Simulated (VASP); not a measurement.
## Ni2Ru: single point with PBE

The system is Ni2Ru.

```
Ni Ru
1.0
     0.00000    3.29183    3.29183
     3.29183    0.00000    3.29183
     3.29183    3.29183    0.00000
Ni Ru
4 2
Direct
  0.12500 0.12500 0.12500
  0.62500 0.12500 0.12500
  0.12500 0.12500 0.62500
  0.12500 0.62500 0.12500
  0.50000 0.50000 0.50000
  0.75000 0.75000 0.75000
```

```
Program             : VASP 6.6.1
Task                : single point
Functional          : PBE
Potentials or basis : VASP PAW PBE potentials, release 64 (Ni, Ru_pv)
Cutoff              : 520 eV
k mesh              : 10 × 10 × 10
Occupations         : gaussian, width 0.1 eV
Spin                : collinear spin, ferromagnetic start
Starting moments    : [0.65, 0.65, 0.65, 0.65, 0.67, 0.67] μB
```

```
Pressure                                              : -0.3 GPa
Net moment                                            : 3.34 μB per cell
Site moments                                          : Ni +0.54; Ru +0.59 μB
Valence electrons inside the program's atomic spheres : Ni 9.46; Ru 12.40
```

Levels at points of the mesh, in eV from the Fermi level:
Spin up:
```
           k point  band 34  band 35  band 36  band 37  band 38  band 39
(0.00, 0.00, 0.00)    -0.27    -0.27     0.25     0.25     0.91     4.99
(0.50, 0.00, 0.00)    -0.32    -0.32    -0.27     0.40     0.40     2.27
(0.50, 0.50, 0.00)    -0.38     0.09     0.09     0.20     0.20     1.38
```
Spin down:
```
           k point  band 30  band 31  band 32  band 33  band 34  band 35
(0.00, 0.00, 0.00)    -0.15    -0.15    -0.15     0.57     0.57     0.57
(0.50, 0.00, 0.00)    -0.65    -0.65    -0.51    -0.23     0.36     0.36
(0.50, 0.50, 0.00)    -0.84    -0.34    -0.34     0.21     0.21     0.60
```

It took 14 min on 1 thread of Intel Xeon 8259CL, on a shared host, peak memory 0.39 GiB.
